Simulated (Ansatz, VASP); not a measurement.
## Two plane-wave programs on Si3C

The input INCAR:

```
PREC     = Accurate       # precision mode
ENCUT    = 520            # plane-wave cutoff, eV
EDIFF    = 1E-6           # SCF threshold, eV
ISMEAR   = 0              # smearing method
SIGMA    = 0.2            # smearing width, eV
LREAL    = False          # projectors in reciprocal space
LASPH    = True           # aspherical terms in the spheres
NELM     = 100            # most SCF steps
ALGO     = Normal         # electronic algorithm
ISIF     = 2              # what is computed and relaxed
LWAVE    = False          # write WAVECAR
LCHARG   = False          # write CHGCAR
GGA      = PE             # functional
NBANDS   = 26             # bands
```

KPOINTS

```
Automatic mesh
0
Gamma
  8 4 4
```

File POSCAR:

```
Si3C
1.0
    0.0000000000     -2.8539657136      0.0000000000
   -4.9923828551      0.0000000000      0.0000000000
    0.0000000000      0.0000000000     -7.2274929454
Si C
6 2
Direct
    0.5000000000      1.0000000000      0.8150078038
    0.5000000000      0.5000000000      0.8150078038
    1.0000000000      1.0000000000      0.5000000000
    1.0000000000      0.5000000000      0.5000000000
    0.5000000000      0.5000000000      0.1849921962
    0.5000000000      0.0000000000      0.1849921962
    0.0000000000      0.5000000000      1.0000000000
    0.0000000000      0.0000000000      0.0000000000
```

Input for Ansatz:

```yaml
crystal:
  lattice:
    - [0.0, -2.8539657136, 0.0]
    - [-4.9923828551, 0.0, 0.0]
    - [0.0, 0.0, -7.2274929454]
  atoms:
    - { symbol: Si, position: [0.5, 1.0, 0.8150078038] }
    - { symbol: Si, position: [0.5, 0.5, 0.8150078038] }
    - { symbol: Si, position: [1.0, 1.0, 0.5] }
    - { symbol: Si, position: [1.0, 0.5, 0.5] }
    - { symbol: Si, position: [0.5, 0.5, 0.1849921962] }
    - { symbol: Si, position: [0.5, 0.0, 0.1849921962] }
    - { symbol: C, position: [0.0, 0.5, 1.0] }
    - { symbol: C, position: [0.0, 0.0, 0.0] }
basis:
  ecutwfc: 420
kpoints:
  mp_grid: { grid: [8, 4, 4] }
hamiltonian:
  xc: pbe
scf:
  occupations: { method: gaussian, width: 0.2 }
  lower_state_search: "off"
output:
  forces: true
  stress: true
  eigenvalues: true
```

Alike in both runs: task single point; functional PBE; k mesh 8 × 4 × 4; occupations gaussian, width 0.2 eV; no spin polarisation.

```csv
,VASP,Ansatz
version,VASP 6.6.1,Ansatz 0.2.0
potentials or method,"VASP PAW PBE potentials, release 64 (Si, C), cutoff 520 eV","scalar-relativistic, plane waves, PAW"
valence electrons in the cell,32,32
```

|  | VASP | Ansatz | Ansatz less VASP |
| --- | --- | --- | --- |
| gap on the k mesh at the Fermi level (eV) | none | none | - |
| pressure (GPa) | 0.2 | 0.3 | +0.04 |
| traceless stress, the component that is largest in VASP (GPa) | -1.85 | -1.78 | +0.071 |
| rms of the force components (eV/Å) | 0.013 | 0.012 | -0.0002 |

Atom by atom the forces differ by 0.000 eV/Å (rms over components). A gap of «none» marks a metal or a gap that the smearing closes.
